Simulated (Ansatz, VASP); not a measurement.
AlN in VASP and in Ansatz

Contents of INCAR:

```
ALGO     = Normal         # electronic algorithm
EDIFF    = 1E-6           # SCF threshold, eV
ENCUT    = 520            # plane-wave cutoff, eV
GGA      = PS             # functional
ISIF     = 2              # what is computed and relaxed
ISMEAR   = 0              # smearing method
LASPH    = T              # aspherical terms in the spheres
LCHARG   = F              # write CHGCAR
LREAL    = F              # projectors in reciprocal space
LWAVE    = F              # write WAVECAR
NBANDS   = 11             # bands
NELM     = 80             # most SCF steps
PREC     = Accurate       # precision mode
SIGMA    = 0.05           # smearing width, eV
```

File KPOINTS:

```
k-points
0
Gamma
  10 10 10
```

POSCAR

```
AlN
1.0
    0.0000000000      2.0864464112      2.2397618115
    2.2397618115      0.0000000000      2.2397618115
    2.2397618115      2.0864464112      0.0000000000
Al N
1 1
Direct
   -0.0090133114      0.0090133114      0.0090133114
    0.7673622480      0.7326377520      0.7326377520
```

Input for Ansatz:

```yaml
crystal:
  lattice:
    - [0.0, 2.0864464112, 2.2397618115]
    - [2.2397618115, 0.0, 2.2397618115]
    - [2.2397618115, 2.0864464112, 0.0]
  atoms:
    - { symbol: Al, position: [-0.0090133114, 0.0090133114, 0.0090133114] }
    - { symbol: "N", position: [0.767362248, 0.732637752, 0.732637752] }
basis:
  ecutwfc: 520.0
kpoints:
  mp_grid: { grid: [10, 10, 10] }
hamiltonian:
  xc: pbesol
  pseudopotentials: { kind: paw, azcp: { folder: soft_1 } }
scf:
  occupations: { method: gaussian, width: 0.05 }
output:
  forces: true
  stress: true
  eigenvalues: true
```

Change from the starting cell: mode 4 frozen in at -0.076 Å, strain +e along z and -e/2 along x and y -0.0467.

Alike in both runs: task single point; functional PBEsol; k mesh 10 × 10 × 10; occupations gaussian, width 0.05 eV; no spin polarisation.

```csv
,VASP,Ansatz
version,VASP 6.6.1,Ansatz 0.2.0
potentials or method,"VASP PAW PBE potentials, release 64 (Al, N), cutoff 520 eV","scalar-relativistic, plane waves, PAW"
valence electrons in the cell,8,8
```

|  | VASP | Ansatz | Ansatz less VASP |
| --- | --- | --- | --- |
| gap on the k mesh at the Fermi level (eV) | 2.64 | 2.65 | +0.009 |
| least direct gap on the mesh (eV) | 3.68 | 3.67 | -0.016 |
| pressure (GPa) | 1.8 | 1.7 | -0.04 |
| traceless stress, the component that is largest in VASP (GPa) | -8.25 | -8.11 | +0.136 |
| rms of the force components (eV/Å) | 0.995 | 0.987 | -0.0079 |

VASP's potentials were made for PBE, not for PBEsol, and Ansatz warns of the same on its side. Atom by atom the forces differ by 0.008 eV/Å (rms over components). The functional is the same, so the differences come from potentials, cutoffs and numerics.
